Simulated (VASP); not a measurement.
Wanted: the native input for a VASP 6.6.1 run.

- Task: single point
- Functional: PBEsol
- Potentials or basis: VASP PAW PBE potentials, release 64 (Ga_d, Ge_d, O)
- Cutoff: 520 eV
- k mesh: 8 × 8 × 8
- Occupations: fermi-dirac, width 0.03 eV
- Spin: no spin polarisation
- Dipole correction: no
- Further INCAR settings: ALGO = Normal; EDIFF = 1e-06; NBANDS = 41

The structure of Ga2GeO4 lies in POSCAR:

```
Ga2GeO4
1.0
   -1.8909657613      1.8909657613      5.3906597816
    1.8909657613     -1.8909657613      5.3906597816
    1.8909657613      1.8909657613     -5.3906597816
Ga Ge O
2 1 4
Direct
    0.6493184588      0.6493184588      0.0000000000
    0.3506815412      0.3506815412      0.0000000000
    0.0000000000      0.0000000000      0.0000000000
    0.0000000000      0.5000000000      0.5000000000
    0.5000000000      0.0000000000      0.5000000000
    0.8255852321      0.8255852321      0.0000000000
    0.1744147679      0.1744147679      0.0000000000
```

One way to write it, as run:

INCAR

```
PREC = Accurate ; ENCUT = 520
EDIFF = 1E-6 ; ISMEAR = -1
SIGMA = 0.03 ; LREAL = False
LASPH = True ; NELM = 100
ALGO = Normal ; ISIF = 2
LWAVE = False ; LCHARG = False
GGA = PS ; NBANDS = 41
```

KPOINTS

```
regular mesh
0
Gamma
  8 8 8
```

Potentials or basis: VASP PAW PBE potentials, release 64 (Ga_d, Ge_d, O).

The run is started by

```sh
$ cat potpaw_PBE.64/Ga_d/POTCAR potpaw_PBE.64/Ge_d/POTCAR potpaw_PBE.64/O/POTCAR > POTCAR
$ mpirun -np 1 vasp_std > vasp.out
```

It gave:

* Pressure: 0.1 GPa
* Largest force: 0.005 eV/Å
* Band gap on the k mesh: zero (bands 32 and 33 overlap by 1.24 eV)

Caveat: the PAW data sets were made with another functional, which shifts forces and pressure a little.

Wall time 11 min on 1 thread of Intel Xeon 8259CL, with other jobs on the host, peak memory 0.43 GiB.
